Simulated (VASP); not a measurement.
# Pb (P6_3/mmc) in VASP: further runs, part 2 of 3

VASP 6.6.1. Earlier steps stand in the parts before.

### 3 Single point, PBEsol

This run uses another cell than the first one, of 32.15 Å³/atom, 1.020 times its volume.

The input, INCAR:

```
SYSTEM = Pb
PREC = Accurate ; ENCUT = 520
EDIFF = 1E-7 ; ISMEAR = -1
SIGMA = 0.05 ; LREAL = .FALSE.
LASPH = .TRUE. ; NELM = 80
ALGO = Normal ; ISIF = 2
LWAVE = .FALSE. ; LCHARG = .FALSE.
GGA = PS ; NBANDS = 36
```

The input, KPOINTS:

```
regular mesh
0
G
  7 7 2
  0 0 0
```

The input, POSCAR:

```
Pb
1.0
    3.5243661423      0.0000000000      0.0000000000
   -1.7621830712      3.0521906115      0.0000000000
    0.0000000000      0.0000000000     11.9550514824
Pb
4
Direct
    0.6666666667      0.3333333333      0.7500000000
    0.0000000000      0.0000000000      0.5000000000
    0.3333333333      0.6666666667      0.2500000000
    0.0000000000      0.0000000000      0.0000000000
```

Potentials or basis: VASP PAW PBE potentials, release 64 (Pb_d).

Command:

```console
> cat potpaw_PBE.64/Pb_d/POTCAR > POTCAR
> mpirun -np 1 vasp_std > vasp.out
```

OUTCAR:

```text
SYSTEM = Pb
   PREC = Accurate
   ENCUT = 520
   EDIFF = 1E-7
   ISMEAR = -1
   LREAL = .FALSE.
   LASPH = .TRUE.
   NELM = 80
   ISIF = 2
   GGA = PS

 ion  position               nearest neighbor table
   1  0.667  0.333  0.750-   2 3.62   4 3.62   2 3.62   4 3.62   2 3.62   4 3.62
   2  0.000  0.000  0.500-   1 3.62   3 3.62   1 3.62   3 3.62   1 3.62   3 3.62
   3  0.333  0.667  0.250-   2 3.62   4 3.62   2 3.62   4 3.62   2 3.62   4 3.62
   4  0.000  0.000  0.000-   1 3.62   3 3.62   1 3.62   3 3.62   1 3.62   3 3.62

  LATTYP: Found a hexagonal cell.
 ALAT       =     3.5243661423
 C/A-ratio  =     3.3921139291

  Lattice vectors:

 A1 = (   3.5243661423,   0.0000000000,   0.0000000000)
 A2 = (  -1.7621830712,   3.0521906115,   0.0000000000)
 A3 = (   0.0000000000,   0.0000000000,  11.9550514824)

Analysis of symmetry for initial positions (statically):
=====================================================================
 Subroutine PRICEL returns:
 Original cell was already a primitive cell.

 Routine SETGRP: Setting up the symmetry group for a
 hexagonal supercell.

 Subroutine GETGRP returns: Found 24 space group operations
 (whereof 12 operations were pure point group operations)
 out of a pool of 24 trial point group operations.

The static configuration has the point symmetry D_3d.
 The point group associated with its full space group is D_6h.

Analysis of symmetry for dynamics (positions and initial velocities):
=====================================================================
 Subroutine PRICEL returns:
 Original cell was already a primitive cell.

 Routine SETGRP: Setting up the symmetry group for a
 hexagonal supercell.

 Subroutine GETGRP returns: Found 24 space group operations
 (whereof 12 operations were pure point group operations)
 out of a pool of 24 trial point group operations.

The dynamic configuration has the point symmetry D_3d.
 The point group associated with its full space group is D_6h.

 Subroutine INISYM returns: Found 24 space group operations
 (whereof 12 operations are pure point group operations),
 and found     1 'primitive' translations

----------------------------------------------------------------------------------------

                                     Primitive cell

  volume of cell :     128.6009

  direct lattice vectors                    reciprocal lattice vectors
     3.524366142  0.000000000  0.000000000     0.283738965  0.163816768  0.000000000
    -1.762183071  3.052190611  0.000000000     0.000000000  0.327633535  0.000000000
     0.000000000  0.000000000 11.955051482     0.000000000  0.000000000  0.083646649

  length of vectors
     3.524366142  3.524366142 11.955051482     0.327633535  0.327633535  0.083646649

  position of ions in fractional coordinates (direct lattice)
     0.666666667  0.333333333  0.750000000
     0.000000000  0.000000000  0.500000000
     0.333333333  0.666666667  0.250000000
     0.000000000  0.000000000  0.000000000

  ion indices of the primitive-cell ions
   primitive index   ion index
                 1           1
                 2           2
                 3           3
                 4           4

----------------------------------------------------------------------------------------

 KPOINTS: regular mesh

Automatic generation of k-mesh.
 Grid dimensions read from file:
 generate k-points for:    7    7    2

 Generating k-lattice:

  Cartesian coordinates                     Fractional coordinates (reciprocal lattice)
     0.040534138  0.023402395  0.000000000     0.142857143  0.000000000  0.000000000
     0.000000000  0.046804791  0.000000000     0.000000000  0.142857143  0.000000000
     0.000000000  0.000000000  0.041823325     0.000000000  0.000000000  0.500000000

  Length of vectors
     0.046804791  0.046804791  0.041823325

  Shift w.r.t. Gamma in fractional coordinates (k-lattice)
     0.000000000  0.000000000  0.000000000

 Subroutine IBZKPT returns following result:
 ===========================================

 Found     16 irreducible k-points:

 Following reciprocal coordinates:
            Coordinates               Weight
  0.000000  0.000000  0.000000      1.000000
  0.142857 -0.000000  0.000000      6.000000
  0.285714 -0.000000  0.000000      6.000000
  0.428571 -0.000000  0.000000      6.000000
  0.142857  0.142857  0.000000      6.000000
  0.285714  0.142857  0.000000     12.000000
[... 8 lines left out ...]
  0.428571  0.142857  0.500000      6.000000
  0.285714  0.285714  0.500000      6.000000
   k-points           NKPTS =     16   k-points in BZ     NKDIM =     16   number of bands    NBANDS=     36
   number of dos      NEDOS =    301   number of ions     NIONS =      4
   total plane-waves  NPLWV =  70560
   dimension x,y,z NGX =    28 NGY =   28 NGZ =   90
   dimension x,y,z NGXF=    56 NGYF=   56 NGZF=  180
   ions per type =               4
   NGX,Y,Z   is equivalent  to a cutoff of  13.21, 13.21, 12.52 a.u.
   NGXF,Y,Z  is equivalent  to a cutoff of  26.42, 26.42, 25.03 a.u.
 SYSTEM =  Pb
   PREC   = accura    normal or accurate (medium, high low for compatibility)
   ISTART =      0    job   : 0-new  1-cont  2-samecut
   ICHARG =      2    charge: 1-file 2-atom 10-const
   ISPIN  =      1    spin polarized calculation?
   LNONCOLLINEAR =      F non collinear calculations
   LSORBIT =      F    spin-orbit coupling
   LASPH  =      T    aspherical Exc in radial PAW
   ENCUT  =  520.0 eV  38.22 Ry    6.18 a.u.   6.55  6.55 22.23*2*pi/ulx,y,z
   NELM   =     80;   NELMIN=  2; NELMDL= -5     # of ELM steps
   EDIFF  = 0.1E-06   stopping-criterion for ELM
   LREAL  =      F    real-space projection
   EDIFFG = 0.1E-05   stopping-criterion for IOM
   NSW    =      0    number of steps for IOM
   IBRION =     -1    ionic relax: 0-MD 1-quasi-New 2-CG
   NFREE  =      0    steps in history (QN), initial steepest desc. (CG)
   ISIF   =      2    stress and relaxation
   ISYM   =      2    0-nonsym 1-usesym 2-fastsym
   POTIM  = 0.5000    time-step for ionic-motion
   TEBEG  =    0.0;   TEEND  =   0.0 temperature during run
   PSTRESS=    0.0 pullay stress
   NELECT =      56.0000    total number of electrons
   NUPDOWN=      -1.0000    fix difference up-down
   EMIN   =  10.00;   EMAX   =-10.00  energy-range for DOS
   EFERMI =   0.00;   METHOD = LEGACY
   ISMEAR =    -1;   SIGMA  =   0.05  broadening in eV -4-tet -1-fermi 0-gaus
   EFERMI_NEDOS =   21; number of points for ismear=-14 and -15
   IALGO  =     38    algorithm
   IMIX   =      4    mixing-type and parameters
     AMIX     =   0.40;   BMIX     =  1.00
     AMIX_MAG =   1.60;   BMIX_MAG =  1.00
  volume/ion in A,a.u.               =      32.15       216.96
  Fermi-wavevector in a.u.,A,eV,Ry     =   1.240860  2.344885 20.949348  1.539734
  Thomas-Fermi vector in A             =   2.375283
   LORBIT       =      0    0 simple, 1 ext, 2 COOP (PROOUT), +10 PAW based schemes
   GGA     = PS    functional components
   LHFCALC =     F    Hartree Fock is set to
   AEXX    =    0.0000 exact exchange contribution
   IVDW    =     0    specifies the selected vdW correction
   LEPSILON=     F    determine dielectric tensor
   LRPA    =     F    only Hartree local field effects (RPA)
 non-spin polarized calculation
  energy-cutoff  :      520.00
  volume of cell :      128.60
 maximum number of plane-waves:      3525
 NGX is ok and might be reduce to    28
   NGX = 13   NGY = 13   NGZ = 45

 number of electron      56.0000011 magnetization

 Free energy of the ion-electron system (eV)
  ---------------------------------------------------
  ext. energy  EPLUGINS =         0.00000000
  ---------------------------------------------------
  free energy    TOTEN  =       -15.86098304 eV

  energy without entropy =      -15.83427527  energy(sigma->0) =      -15.84762915

 E-fermi :   6.6689     XC(G=0): -10.0623

 val. band max:        6.6558803220   @ k =   0.1429   0.1429   0.0000
 cond. band min:       6.7128387968   @ k =   0.0000   0.0000   0.0000
 fundamental gap:      0.0569584748
 Fermi energy:         6.6688507521

 k-point     1 :       0.0000    0.0000    0.0000
  band No.  band energies     occupation
      1     -10.5254      2.00000
      2     -10.5210      2.00000
      3     -10.5091      2.00000
      4     -10.5051      2.00000
      5     -10.4769      2.00000
      6     -10.4769      2.00000
[... 613 lines left out ...]
     35      10.0455      0.00000
     36      10.0455      0.00000

------------------------ aborting loop because EDIFF is reached ----------------------------------------

  FORCE on cell =-STRESS in cart. coord.  units (eV):
  Direction    XX          YY          ZZ          XY          YZ          ZX
  --------------------------------------------------------------------------------------
  -------------------------------------------------------------------------------------
  Total       -1.5167318     -1.5167318     -3.4451213      0.0000000      0.0000000     -0.0000000
  in kB      -18.8962335    -18.8962335    -42.9211133      0.0000000      0.0000000     -0.0000000
  external PRESSURE =     -26.9045268 kB  Pullay stress =       0.0000000 kB

 VOLUME and BASIS-vectors are now :
 -----------------------------------------------------------------------------
  energy-cutoff  :      520.00
  volume of cell :      128.60
      direct lattice vectors                 reciprocal lattice vectors
     3.524366142  0.000000000  0.000000000     0.283738965  0.163816768  0.000000000
    -1.762183071  3.052190611  0.000000000     0.000000000  0.327633535  0.000000000
     0.000000000  0.000000000 11.955051482     0.000000000  0.000000000  0.083646649

 POSITION                                       TOTAL-FORCE (eV/Angst)
 -----------------------------------------------------------------------------------
      1.76218      1.01740      8.96629         0.000000      0.000000      0.000000
      0.00000      0.00000      5.97753         0.000000      0.000000     -0.000000
     -0.00000      2.03479      2.98876        -0.000000     -0.000000      0.000000
      0.00000      0.00000      0.00000         0.000000      0.000000     -0.000000
 -----------------------------------------------------------------------------------
    total drift:                                0.000000     -0.000000      0.000000

  FREE ENERGIE OF THE ION-ELECTRON SYSTEM (eV)
  ---------------------------------------------------
  free  energy   TOTEN  =       -15.8609830421 eV

  energy  without entropy=      -15.8342752650  energy(sigma->0) =      -15.84762915
```

stdout:

```text
POSCAR found type information on POSCAR Pb
 POSCAR found :  1 types and       4 ions
 scaLAPACK will be used
 -----------------------------------------------------------------------------
|                                                                             |
|                                                                             |
|     You enforced a specific xc type in the INCAR file but a different       |
|     I HOPE YOU KNOW WHAT YOU ARE DOING!                                     |
|                                                                             |
 -----------------------------------------------------------------------------

 LDA part: xc-table for (Slater+PW92), standard interpolation
 POSCAR, INCAR and KPOINTS ok, starting setup
 FFT: planning ... GRIDC
 FFT: planning ... GRID_SOFT
 FFT: planning ... GRID
 WAVECAR not read
 entering main loop
```

Run time: 54 s. Hardware: 1 thread of Intel Xeon Platinum 8375C at 2.90GHz (Ice Lake), shared host; peak memory 0.26 GiB.

Results:

* Free energy: -15.8610 eV
* Pressure: -2.7 GPa
* Band gap on the k mesh: zero (band 28 reaches 12.12 eV, above the bottom of band 29 at 5.29 eV)

Levels at points of the mesh, in eV from the Fermi level:
```
           k point  band 26  band 27  band 28  band 29  band 30  band 31
(0.00, 0.00, 0.00)     0.04     0.05     5.45     5.45     6.15     6.15
(0.00, 0.00, 0.50)    -2.84     3.55     3.55     5.65     5.65     5.65
```

Caveat: the PAW data sets were made with another functional, which shifts forces and pressure a little; spin-orbit coupling is left out, which moves the levels of the heavy elements.

### 4 Relaxation of cell and atoms, PBEsol, target pressure 5 GPa, at which the enthalpy is minimised

This run uses another cell than the first one, of 30.91 Å³/atom, 0.980 times its volume.

The input, INCAR:

```
PREC     = Accurate       # precision mode
ENCUT    = 600            # plane-wave cutoff, eV
EDIFF    = 1E-6           # SCF threshold, eV
ISMEAR   = -1             # smearing method
SIGMA    = 0.05           # smearing width, eV
LREAL    = F              # projectors in reciprocal space
LASPH    = T              # aspherical terms in the spheres
NELM     = 80             # most SCF steps
ALGO     = Fast           # electronic algorithm
ISIF     = 3              # what is computed and relaxed
LWAVE    = F              # write WAVECAR
LCHARG   = F              # write CHGCAR
GGA      = PS             # functional
IBRION   = 2              # ionic algorithm
NSW      = 60             # ionic steps
EDIFFG   = -0.01          # ionic threshold
PSTRESS  = 50.0
```

The input, KPOINTS:

```
regular mesh
0
Gamma
  9 9 3
```

POSCAR: that of step 3 with these lines changed.

```diff
@@ -4,3 +4,3 @@
    -1.7621830712      3.0521906115      0.0000000000
-    0.0000000000      0.0000000000     11.9550514824
+    0.0000000000      0.0000000000     11.4952418100
 Pb
```

Command:

```console
> cat potpaw_PBE.64/Pb_d/POTCAR > POTCAR
> mpirun -np 1 vasp_std > vasp.out
```

It took 9.2 min on 1 thread of Intel Xeon Platinum 8488C (Sapphire Rapids), shared host; peak memory 0.32 GiB.

Results (log left out):

```
Free energy                                            : -15.8883 eV
Relaxed volume                                         : 27.48 Å³/atom
Relaxed cell                                           : a = 3.382 Å, b = 3.382 Å, c = 11.097 Å, α = 90.00°, β = 90.00°, γ = 120.00°
Space group after relaxing (to 0.05 Å)                 : P6_3/mmc (No. 194)
Energy change on relaxing (the enthalpy is what falls) : +29.3 meV/atom
Ionic steps                                            : 8
Pressure after relaxing                                : 5.0 GPa
Band gap on the k mesh                                 : zero (band 28 reaches 14.56 eV, above the bottom of band 29 at 5.90 eV)
```

The path:
```csv
step,energy change (eV),largest force (eV/Å),pressure (GPa),volume (Å³)
1,0.0000,0.0000,-1.54,123.65
2,0.4810,0.0000,10.91,102.41
3,0.1153,0.0000,4.89,109.98
4,0.1236,0.0000,5.13,109.72
5,0.1134,0.0000,4.91,110.04
6,0.1149,0.0000,4.97,109.99
7,0.1144,0.0000,4.95,110.00
8,0.1173,0.0000,4.96,109.91
```

Final structure:
```cif
data_structure
_symmetry_space_group_name_H-M 'P 1'
_symmetry_Int_Tables_number 1
_cell_length_a 3.3818
_cell_length_b 3.3818
_cell_length_c 11.0971
_cell_angle_alpha 90.000
_cell_angle_beta 90.000
_cell_angle_gamma 120.000
_cell_volume 109.91
loop_
_atom_site_label
_atom_site_type_symbol
_atom_site_fract_x
_atom_site_fract_y
_atom_site_fract_z
_atom_site_occupancy
Pb1 Pb 0.66667 0.33333 0.75000 1
Pb2 Pb 0.00000 0.00000 0.50000 1
Pb3 Pb 0.33333 0.66667 0.25000 1
Pb4 Pb 0.00000 0.00000 0.00000 1
```

Levels at points of the mesh, in eV from the Fermi level:
```
           k point  band 24  band 25  band 26  band 27  band 28  band 29  band 30  band 31  band 32  band 33
(0.00, 0.00, 0.00)    -8.29    -4.76     0.82     0.83     6.17     6.17     7.07     7.07     7.13     7.13
```

Caveat: the cell is relaxed towards a set pressure, so the enthalpy falls and the energy may rise; the PAW data sets were made with another functional, which shifts forces and pressure a little; spin-orbit coupling is left out, which moves the levels of the heavy elements.

(Part 2 of 3 ends here.)
